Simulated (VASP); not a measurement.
# SrO (I4/mmm) in VASP: single point with HSE06

Aim: the single point of SrO with HSE06.

All numbers are computed with VASP 6.6.1; they aren't measurements. Logs are shortened: lines on timing, memory, paths and dates and some standing lists are left out, and cuts for length are marked.

## (1) The cell of the first run

Symmetry: I4/mmm, No. 139, tetragonal system. Conventional cell: a = 3.525 Å, b = 3.525 Å, c = 5.259 Å, α = 90.00°, β = 90.00°, γ = 90.00°. Within 3.3 Å of Sr (site symmetry 4/mmm) lie 6 O at 2.49 to 2.63 Å. O (site symmetry 4/mmm) has 6 Sr at 2.49 to 2.63 Å within 3.3 Å.

## (2) Single point, HSE06 (epitaxial xy strain -3.4%)

POSCAR

```
SrO
1.0
    0.0000000000      2.4926919659      2.6297333939
    2.4926919659      0.0000000000      2.6297333939
    2.4926919659      2.4926919659      0.0000000000
Sr O
1 1
Direct
    0.0000000000      0.0000000000      0.0000000000
    0.5000000000      0.5000000000      0.5000000000
```

INCAR.step1

```
ALGO = Normal ; EDIFF = 1E-5
ENCUT = 520 ; GGA = PE
ISIF = 2 ; ISMEAR = 0
LASPH = True ; LCHARG = False
LREAL = False ; LWAVE = True
NBANDS = 15 ; NELM = 60
PREC = Accurate ; SIGMA = 0.01
```

INCAR.step2

```
ALGO = Normal ; EDIFF = 1E-6
ENCUT = 520 ; GGA = PE
HFSCREEN = 0.2079 ; ISIF = 2
ISMEAR = 0 ; ISTART = 1
LASPH = True ; LCHARG = False
LHFCALC = True ; LREAL = False
LWAVE = False ; NBANDS = 15
NELM = 60 ; PREC = Accurate
PRECFOCK = Normal ; SIGMA = 0.01
```

KPOINTS

```
k-points
0
Gamma
  6 6 6
```

Potentials or basis: VASP PAW PBE potentials, release 64 (Sr_sv, O).

The run is started by

```bash
> cat potpaw_PBE.64/Sr_sv/POTCAR potpaw_PBE.64/O/POTCAR > POTCAR
> cp INCAR.step1 INCAR
> mpirun -np 1 vasp_std > vasp.out
> cp INCAR.step2 INCAR
> mpirun -np 1 vasp_std > vasp.out
```

OUTCAR:

```text
EDIFF = 1E-6
   ENCUT = 520
   GGA = PE
   HFSCREEN = 0.2079
   ISIF = 2
   ISMEAR = 0
   ISTART = 1
   LASPH = True
   LHFCALC = True
   LREAL = False
   NELM = 60
   PREC = Accurate
   PRECFOCK = Normal

 ion  position               nearest neighbor table
   1  0.000  0.000  0.000-   2 2.49   2 2.49   2 2.49   2 2.49   2 2.63   2 2.63
   2  0.500  0.500  0.500-   1 2.49   1 2.49   1 2.49   1 2.49   1 2.63   1 2.63

  LATTYP: Found a body centered tetragonal cell.
 ALAT       =     3.5251987850
 C/A-ratio  =     1.4919631795

  Lattice vectors:

 A1 = (  -2.4926919659,   0.0000000000,   2.6297333939)
 A2 = (   2.4926919659,   0.0000000000,   2.6297333939)
 A3 = (   0.0000000000,   2.4926919659,  -2.6297333939)

Analysis of symmetry for initial positions (statically):
=====================================================================
 Subroutine PRICEL returns:
 Original cell was already a primitive cell.

 Routine SETGRP: Setting up the symmetry group for a
 body centered tetragonal supercell.

 Subroutine GETGRP returns: Found 16 space group operations
 (whereof 16 operations were pure point group operations)
 out of a pool of 16 trial point group operations.

The static configuration has the point symmetry D_4h.

Analysis of symmetry for dynamics (positions and initial velocities):
=====================================================================
 Subroutine PRICEL returns:
 Original cell was already a primitive cell.

 Routine SETGRP: Setting up the symmetry group for a
 body centered tetragonal supercell.

 Subroutine GETGRP returns: Found 16 space group operations
 (whereof 16 operations were pure point group operations)
 out of a pool of 16 trial point group operations.

The dynamic configuration has the point symmetry D_4h.

 Subroutine INISYM returns: Found 16 space group operations
 (whereof 16 operations are pure point group operations),
 and found     1 'primitive' translations

----------------------------------------------------------------------------------------

                                     Primitive cell

  volume of cell :      32.6798

  direct lattice vectors                    reciprocal lattice vectors
     0.000000000  2.492691966  2.629733394    -0.200586357  0.200586357  0.190133342
     2.492691966  0.000000000  2.629733394     0.200586357 -0.200586357  0.190133342
     2.492691966  2.492691966  0.000000000     0.200586357  0.200586357 -0.190133342

  length of vectors
     3.623397709  3.623397709  3.525198785     0.341497381  0.341497381  0.341497381

  position of ions in fractional coordinates (direct lattice)
     0.000000000  0.000000000  0.000000000
     0.500000000  0.500000000  0.500000000

  ion indices of the primitive-cell ions
   primitive index   ion index
                 1           1
                 2           2

----------------------------------------------------------------------------------------

 KPOINTS: k-points

Automatic generation of k-mesh.
 Grid dimensions read from file:
 generate k-points for:    6    6    6

 Generating k-lattice:

  Cartesian coordinates                     Fractional coordinates (reciprocal lattice)
    -0.033431059  0.033431059  0.031688890     0.166666667 -0.000000000  0.000000000
     0.033431059 -0.033431059  0.031688890    -0.000000000  0.166666667  0.000000000
     0.033431059  0.033431059 -0.031688890     0.000000000  0.000000000  0.166666667

  Length of vectors
     0.056916230  0.056916230  0.056916230

  Shift w.r.t. Gamma in fractional coordinates (k-lattice)
     0.000000000  0.000000000  0.000000000

 Subroutine IBZKPT returns following result:
 ===========================================

 Found     30 irreducible k-points:

 Following reciprocal coordinates:
            Coordinates               Weight
  0.000000  0.000000  0.000000      1.000000
  0.166667 -0.000000  0.000000      8.000000
  0.333333  0.000000  0.000000      8.000000
  0.500000  0.000000  0.000000      4.000000
  0.166667  0.166667  0.000000      2.000000
  0.333333  0.166667  0.000000      8.000000
[... 16 lines left out ...]
  0.333333  0.000000  0.333333      4.000000
  0.500000  0.000000  0.333333     16.000000
 [... further k-points ...]
   k-points           NKPTS =     30   k-points in BZ     NKDIM =    216   number of bands    NBANDS=     15
   number of dos      NEDOS =    301   number of ions     NIONS =      2
   total plane-waves  NPLWV =  21952
   dimension x,y,z NGX =    28 NGY =   28 NGZ =   28
   dimension x,y,z NGXF=    56 NGYF=   56 NGZF=   56
   ions per type =               1   1
   NGX,Y,Z   is equivalent  to a cutoff of  12.85, 12.85, 13.20 a.u.
   NGXF,Y,Z  is equivalent  to a cutoff of  25.69, 25.69, 26.41 a.u.
 SYSTEM =  unknown system
   PREC   = accura    normal or accurate (medium, high low for compatibility)
   ISTART =      1    job   : 0-new  1-cont  2-samecut
   ICHARG =      0    charge: 1-file 2-atom 10-const
   ISPIN  =      1    spin polarized calculation?
   LNONCOLLINEAR =      F non collinear calculations
   LSORBIT =      F    spin-orbit coupling
   LASPH  =      T    aspherical Exc in radial PAW
   ENCUT  =  520.0 eV  38.22 Ry    6.18 a.u.   6.74  6.74  6.55*2*pi/ulx,y,z
   NELM   =     60;   NELMIN=  2; NELMDL=  0     # of ELM steps
   EDIFF  = 0.1E-05   stopping-criterion for ELM
   LREAL  =      F    real-space projection
   EDIFFG = 0.1E-04   stopping-criterion for IOM
   NSW    =      0    number of steps for IOM
   IBRION =     -1    ionic relax: 0-MD 1-quasi-New 2-CG
   NFREE  =      0    steps in history (QN), initial steepest desc. (CG)
   ISIF   =      2    stress and relaxation
   ISYM   =      3    0-nonsym 1-usesym 2-fastsym
   POTIM  = 0.5000    time-step for ionic-motion
   TEBEG  =    0.0;   TEEND  =   0.0 temperature during run
   PSTRESS=    0.0 pullay stress
   NELECT =      16.0000    total number of electrons
   NUPDOWN=      -1.0000    fix difference up-down
   EMIN   =  10.00;   EMAX   =-10.00  energy-range for DOS
   EFERMI =   0.00;   METHOD = LEGACY
   ISMEAR =     0;   SIGMA  =   0.01  broadening in eV -4-tet -1-fermi 0-gaus
   EFERMI_NEDOS =   21; number of points for ismear=-14 and -15
   IALGO  =     38    algorithm
   IMIX   =      1    mixing-type and parameters
     AMIX     =   0.40;   BMIX     =  1.00
     AMIX_MAG =   1.60;   BMIX_MAG =  1.00
  volume/ion in A,a.u.               =      16.34       110.27
  Fermi-wavevector in a.u.,A,eV,Ry     =   1.290294  2.438301 22.651759  1.664857
  Thomas-Fermi vector in A             =   2.422134
   LORBIT       =      0    0 simple, 1 ext, 2 COOP (PROOUT), +10 PAW based schemes
   GGA     = PE    functional components
   LHFCALC =     T    Hartree Fock is set to
   PRECFOCK=normal    Normal, Fast or Accurate (Low or Medium for compatibility)
   ENCUT4O =  -1.0   cutoff for four orbital integrals eV
   NKREDX  =     1    reduce k-point grid by
   NKREDY  =     1    reduce k-point grid by
   NKREDZ  =     1    reduce k-point grid by
   AEXX    =    0.2500 exact exchange contribution
   HFSCREEN=    0.2079 screening length (either q_TF or 0.3 A-1)
   HFSCREENC=   0.2079 screening length for correlation (either q_TF or 0.3 A-1)
   ENCUTFOCK=  -1.0 apply spherical cutoff to Coloumb kernel
   IVDW    =     0    specifies the selected vdW correction
   LEPSILON=     F    determine dielectric tensor
   LRPA    =     F    only Hartree local field effects (RPA)
 non-spin polarized calculation
 Gauss-broadening in eV      SIGMA  =   0.01
  energy-cutoff  :      520.00
  volume of cell :       32.68
 maximum number of plane-waves:       901
  NGX = 24; NGY = 24; NGZ = 20

 number of electron      15.9999997 magnetization

 Free energy of the ion-electron system (eV)
  ---------------------------------------------------
  ext. energy  EPLUGINS =         0.00000000
  ---------------------------------------------------
  free energy    TOTEN  =       -14.12318245 eV

  energy without entropy =      -14.12318245  energy(sigma->0) =      -14.12318245

 E-fermi :   0.9389     XC(G=0):  -8.4083

 val. band max:        0.8311158250   @ k =   0.0000   0.0000   0.0000
 cond. band min:       5.4492063223   @ k =   0.5000   0.0000   0.5000
 fundamental gap:      4.6180904973
 Fermi energy:         0.9388967029

 k-point     1 :       0.0000    0.0000    0.0000
  band No.  band energies     occupation
      1     -33.3985      2.00000
      2     -15.8439      2.00000
      3     -13.7231      2.00000
      4     -13.6960      2.00000
      5     -13.6960      2.00000
      6       0.6753      2.00000
      7       0.8311      2.00000
      8       0.8311      2.00000
      9       6.4683      0.00000
     10       8.4688      0.00000
     11       8.9140      0.00000
     12       8.9140      0.00000
     13      10.8343      0.00000
     14      11.4753      0.00000
     15      15.3055      0.00000

 k-point     2 :       0.1667   -0.0000    0.0000
  band No.  band energies     occupation
      1     -33.3545      2.00000
      2     -16.3055      2.00000
      3     -13.7556      2.00000
      4     -13.7025      2.00000
      5     -13.3276      2.00000
      6       0.0290      2.00000
      7       0.3818      2.00000
      8       0.4381      2.00000
      9       7.6521      0.00000
     10       8.5189      0.00000
     11       9.2552      0.00000
     12       9.4721      0.00000
     13      11.6238      0.00000
     14      12.2986      0.00000
     15      17.1263      0.00000
[... 365 lines left out ...]
      3     -14.1103      2.00000
      4     -14.0250      2.00000
      5     -13.6828      2.00000
      6      -0.4234      2.00000
      7       0.5010      2.00000
      8       0.7162      2.00000
      9       6.0353      0.00000
     10       9.3723      0.00000
     11      12.5238      0.00000
     12      12.6844      0.00000
     13      12.7833      0.00000
     14      13.9604      0.00000
     15      20.2327      0.00000

 k-point    24 :       0.5000    0.0000    0.3333
  band No.  band energies     occupation
      1     -33.1723      2.00000
      2     -16.4060      2.00000
      3     -14.4681      2.00000
      4     -14.0889      2.00000
      5     -13.7571      2.00000
      6       0.0379      2.00000
      7       0.2554      2.00000
      8       0.4112      2.00000
      9       6.3671      0.00000
     10      10.6023      0.00000
     11      12.0216      0.00000
     12      13.1729      0.00000
     13      13.8035      0.00000
     14      15.5881      0.00000
     15      17.1944      0.00000

 [... further k-points ...]

------------------------ aborting loop because EDIFF is reached ----------------------------------------

  FORCE on cell =-STRESS in cart. coord.  units (eV):
  Direction    XX          YY          ZZ          XY          YZ          ZX
  --------------------------------------------------------------------------------------
  -------------------------------------------------------------------------------------
  Total        1.8123536      1.8123536      0.0890842      0.0000000      0.0000000      0.0000000
  in kB       88.8535089     88.8535089      4.3674946      0.0000000      0.0000000      0.0000000
  external PRESSURE =      60.6915041 kB  Pullay stress =       0.0000000 kB

 VOLUME and BASIS-vectors are now :
 -----------------------------------------------------------------------------
  energy-cutoff  :      520.00
  volume of cell :       32.68
      direct lattice vectors                 reciprocal lattice vectors
     0.000000000  2.492691966  2.629733394    -0.200586357  0.200586357  0.190133342
     2.492691966  0.000000000  2.629733394     0.200586357 -0.200586357  0.190133342
     2.492691966  2.492691966  0.000000000     0.200586357  0.200586357 -0.190133342

 POSITION                                       TOTAL-FORCE (eV/Angst)
 -----------------------------------------------------------------------------------
      0.00000      0.00000      0.00000         0.000000      0.000000      0.000000
      2.49269      2.49269      2.62973         0.000000      0.000000     -0.000000
 -----------------------------------------------------------------------------------
    total drift:                               -0.000000      0.000000     -0.000000

  FREE ENERGIE OF THE ION-ELECTRON SYSTEM (eV)
  ---------------------------------------------------
  free  energy   TOTEN  =       -14.1231824494 eV

  energy  without entropy=      -14.1231824494  energy(sigma->0) =      -14.12318245
```

Run time: 1.8 h. Hardware: 1 thread of Intel Xeon 8259CL, shared host; peak memory 0.29 GiB.

What came out:

- Free energy: -14.1232 eV
- Pressure: 6.1 GPa
- Band gap on the k mesh: 4.62 eV (least direct gap 4.65 eV)

Stress tensor (GPa, compression positive):
```
8.89 0.00 0.00
0.00 8.89 0.00
0.00 0.00 0.44
```

Levels at points of the mesh, in eV from the valence-band top:
```
           k point  band 6  band 7  band 8  band 9  band 10  band 11
(0.00, 0.00, 0.00)   -0.16    0.00    0.00    5.64     7.64     8.08
(0.50, 0.00, 0.00)   -2.41   -1.38   -1.33    8.37    10.25    10.90
(0.50, 0.50, 0.00)   -0.66   -0.06   -0.06    4.81     9.86    12.31
(0.50, 0.00, 0.50)   -0.34   -0.26   -0.04    4.62     9.79    12.33
```

Caveat: the cell differs from its parent crystal (epitaxial xy strain -3.4%); the stress differs along the axes, from 0 to 9 GPa; the PAW data sets were made with another functional, which shifts forces and pressure a little.
